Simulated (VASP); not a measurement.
# BN (Pm) in VASP: a series of runs, part 2 of 2

VASP 6.6.1.

### Step 3. Single point, r2SCAN (all B atoms moved +0.013 Å, as atom 1 along Cartesian [1 1 0])

Contents of POSCAR:

```
BN
1.0
    2.5009753125      0.0000000000      0.0000000000
   -1.2504876563      2.1659081548      0.0000000000
    0.0000000000      0.0000000000      6.8741616654
B N
2 2
Direct
    0.3389079339      0.6707475575      0.2500000000
    0.6722412672      0.3374142242      0.7500000000
    0.3333333333      0.6666666667      0.7500000000
    0.6666666667      0.3333333333      0.2500000000
```

Contents of INCAR.step1:

```
SYSTEM = BN
PREC     = Accurate       ! precision mode
ENCUT    = 520            ! plane-wave cutoff, eV
ISMEAR   = 0              ! smearing method
SIGMA    = 0.05           ! smearing width, eV
LREAL    = .False.        ! projectors in reciprocal space
LASPH    = .True.         ! aspherical terms in the spheres
NELM     = 60             ! most SCF steps
NBANDS   = 16             ! bands
GGA      = PE             ! functional
ALGO     = Normal         ! electronic algorithm
EDIFF    = 1E-4           ! SCF threshold, eV
LWAVE    = .True.         ! write WAVECAR
LCHARG   = .False.        ! write CHGCAR
```

Contents of INCAR.step2:

```
SYSTEM = BN
PREC     = Accurate       ! precision mode
ENCUT    = 520            ! plane-wave cutoff, eV
EDIFF    = 1E-6           ! SCF threshold, eV
ISMEAR   = 0              ! smearing method
SIGMA    = 0.05           ! smearing width, eV
LREAL    = .False.        ! projectors in reciprocal space
LASPH    = .True.         ! aspherical terms in the spheres
NELM     = 60             ! most SCF steps
ALGO     = Normal         ! electronic algorithm
ISIF     = 2              ! what is computed and relaxed
LWAVE    = .False.        ! write WAVECAR
LCHARG   = .True.         ! write CHGCAR
METAGGA  = R2SCAN         ! meta-GGA
LMIXTAU  = .True.       
LELF     = .True.         ! ELF
LVHAR    = .True.       
NBANDS   = 16             ! bands
ISTART   = 1
```

Contents of KPOINTS:

```
Automatic mesh
0
Gamma
  12 12 4
  0 0 0
```

Potentials or basis: VASP PAW PBE potentials, release 64 (B, N).

Launch:

```console
$ cat potpaw_PBE.64/B/POTCAR potpaw_PBE.64/N/POTCAR > POTCAR
$ cp INCAR.step1 INCAR
$ mpirun -np 1 vasp_std > vasp.out
$ cp INCAR.step2 INCAR
$ mpirun -np 1 vasp_std > vasp.out
```

OUTCAR:

```text
SYSTEM = BN
   PREC = Accurate
   ENCUT = 520
   EDIFF = 1E-6
   ISMEAR = 0
   LREAL = .False.
   LASPH = .True.
   NELM = 60
   ISIF = 2
   METAGGA = R2SCAN
   ISTART = 1

 ion  position               nearest neighbor table
   1  0.339  0.671  0.250-   4 1.44   4 1.44   4 1.46
   2  0.672  0.337  0.750-   3 1.43   3 1.45   3 1.45
   3  0.333  0.667  0.750-   2 1.43   2 1.45   2 1.45
   4  0.667  0.333  0.250-   1 1.44   1 1.44   1 1.46

  LATTYP: Found a hexagonal cell.
 ALAT       =     2.5009753125
 C/A-ratio  =     2.7485923716

  Lattice vectors:

 A1 = (   2.5009753125,   0.0000000000,   0.0000000000)
 A2 = (  -1.2504876563,   2.1659081548,   0.0000000000)
 A3 = (   0.0000000000,   0.0000000000,   6.8741616654)

Analysis of symmetry for initial positions (statically):
=====================================================================
 Subroutine PRICEL returns:
 Original cell was already a primitive cell.

 Routine SETGRP: Setting up the symmetry group for a
 hexagonal supercell.

 Subroutine GETGRP returns: Found  2 space group operations
 (whereof  1 operations were pure point group operations)
[... 174 lines left out ...]
 fundamental gap:      4.9225828822
 Fermi energy:         1.9878019704

 k-point     1 :       0.0000    0.0000    0.0000
  band No.  band energies     occupation
      1     -17.0314      2.00000
      2     -16.8097      2.00000
      3      -4.4970      2.00000
      4      -2.6508      2.00000
      5       0.2639      2.00000
      6       0.2644      2.00000
[... 433 lines left out ...]
      3      -3.1656      2.00000
      4      -2.7905      2.00000
      5      -2.6325      2.00000
      6      -1.4495      2.00000
[... 8 lines left out ...]
     15      17.2129      0.00000
     16      17.6189      0.00000

 [... further k-points ...]

------------------------ aborting loop because EDIFF is reached ----------------------------------------

  FORCE on cell =-STRESS in cart. coord.  units (eV):
  Direction    XX          YY          ZZ          XY          YZ          ZX
  --------------------------------------------------------------------------------------
  -------------------------------------------------------------------------------------
  Total        0.1762692      0.1762632     -0.0569594      0.0054922      0.0000000      0.0000000
  in kB        7.5843392      7.5840829     -2.4507928      0.2363123      0.0000000      0.0000000
  external PRESSURE =       4.2392098 kB  Pullay stress =       0.0000000 kB

 VOLUME and BASIS-vectors are now :
 -----------------------------------------------------------------------------
  energy-cutoff  :      520.00
  volume of cell :       37.24
      direct lattice vectors                 reciprocal lattice vectors
     2.500975313  0.000000000  0.000000000     0.399844011  0.230850047  0.000000000
    -1.250487656  2.165908155  0.000000000     0.000000000  0.461700095  0.000000000
     0.000000000  0.000000000  6.874161665     0.000000000  0.000000000  0.145472284

 POSITION                                       TOTAL-FORCE (eV/Angst)
 -----------------------------------------------------------------------------------
      0.00884      1.45278      1.71854        -0.359295     -0.369440      0.000000
      1.25933      0.73081      5.15562        -0.379591     -0.369447      0.000000
     -0.00000      1.44394      5.15562         0.379666      0.369446      0.000000
      1.25049      0.72197      1.71854         0.359220      0.369441      0.000000
 -----------------------------------------------------------------------------------
    total drift:                                0.000026      0.000022     -0.000000

  FREE ENERGIE OF THE ION-ELECTRON SYSTEM (eV)
  ---------------------------------------------------
  free  energy   TOTEN  =       -38.5896071048 eV

  energy  without entropy=      -38.5896071048  energy(sigma->0) =      -38.58960710
```

OSZICAR.step1:

```text
N       E                     dE             d eps       ncg     rms          rms(c)
DAV:   1     0.502367225907E+02    0.50237E+02   -0.79695E+03  7128   0.921E+02
DAV:   2    -0.354053942514E+02   -0.85642E+02   -0.77544E+02  9808   0.220E+02
DAV:   3    -0.387730885206E+02   -0.33677E+01   -0.33499E+01  9360   0.433E+01
DAV:   4    -0.387960152690E+02   -0.22927E-01   -0.22922E-01  8840   0.398E+00
DAV:   5    -0.387962387055E+02   -0.22344E-03   -0.22343E-03  9312   0.377E-01    0.113E+01
DAV:   6    -0.355347442048E+02    0.32615E+01   -0.53074E+00  9272   0.176E+01    0.508E+00
DAV:   7    -0.352450904649E+02    0.28965E+00   -0.59044E-01  9632   0.554E+00    0.317E+00
DAV:   8    -0.351667031697E+02    0.78387E-01   -0.24644E-01  9296   0.331E+00    0.484E-01
DAV:   9    -0.351618976068E+02    0.48056E-02   -0.16054E-02  8000   0.103E+00    0.198E-01
DAV:  10    -0.351629466457E+02   -0.10490E-02   -0.13891E-03  8096   0.287E-01    0.354E-02
DAV:  11    -0.351630648806E+02   -0.11823E-03   -0.96273E-05  7976   0.802E-02    0.238E-02
DAV:  12    -0.351630817573E+02   -0.16877E-04   -0.26420E-05  5736   0.401E-02
   1 F= -.35163082E+02 E0= -.35163082E+02  d E =-.143445E-18
```

Wall time 12 min (1 thread of Intel Xeon 8259CL, shared host); peak memory 0.24 GiB.

Results:

* Free energy: -38.5896 eV
* Pressure: 0.4 GPa
* Largest force: 0.530 eV/Å
* Band gap on the k mesh: 4.92 eV (least direct gap 5.38 eV)

Forces on the atoms (eV/Å):
```
B   -0.359 -0.369  0.000
B   -0.380 -0.369  0.000
N    0.380  0.369  0.000
N    0.359  0.369  0.000
```

Levels at points of the mesh, in eV from the valence-band top:
| k point | band 4 | band 5 | band 6 | band 7 | band 8 | band 9 | band 10 | band 11 | band 12 | band 13 |
| --- | --- | --- | --- | --- | --- | --- | --- | --- | --- | --- |
| (0.00, 0.00, 0.00) | -4.40 | -1.49 | -1.49 | -1.18 | -1.18 | 5.40 | 10.61 | 12.19 | 12.19 | 12.58 |
| (0.50, 0.00, 0.00) | -9.20 | -4.35 | -4.18 | -1.35 | -0.51 | 4.92 | 6.20 | 10.21 | 10.73 | 13.13 |
| (0.00, 0.50, 0.00) | -9.21 | -4.33 | -4.20 | -1.35 | -0.51 | 4.92 | 6.20 | 10.21 | 10.73 | 13.13 |
| (0.50, 0.50, 0.00) | -9.22 | -4.29 | -4.23 | -1.35 | -0.51 | 4.93 | 6.20 | 10.21 | 10.72 | 13.13 |
| (0.00, 0.00, 0.50) | -5.42 | -1.49 | -1.49 | -1.18 | -1.18 | 7.70 | 7.70 | 12.19 | 12.20 | 12.59 |
| (0.50, 0.00, 0.50) | -9.22 | -4.34 | -4.19 | -0.96 | -0.87 | 5.27 | 5.46 | 10.63 | 10.67 | 14.10 |
| (0.00, 0.50, 0.50) | -9.23 | -4.32 | -4.21 | -0.95 | -0.89 | 5.30 | 5.43 | 10.63 | 10.66 | 14.11 |
| (0.50, 0.50, 0.50) | -9.24 | -4.28 | -4.24 | -0.93 | -0.91 | 5.34 | 5.39 | 10.63 | 10.65 | 14.12 |

Caveat: the cell differs from its parent crystal (all B atoms moved +0.013 Å, as atom 1 along Cartesian [1 1 0]); the PAW data sets were made with another functional, which shifts forces and pressure a little. A k mesh can miss the band edges.
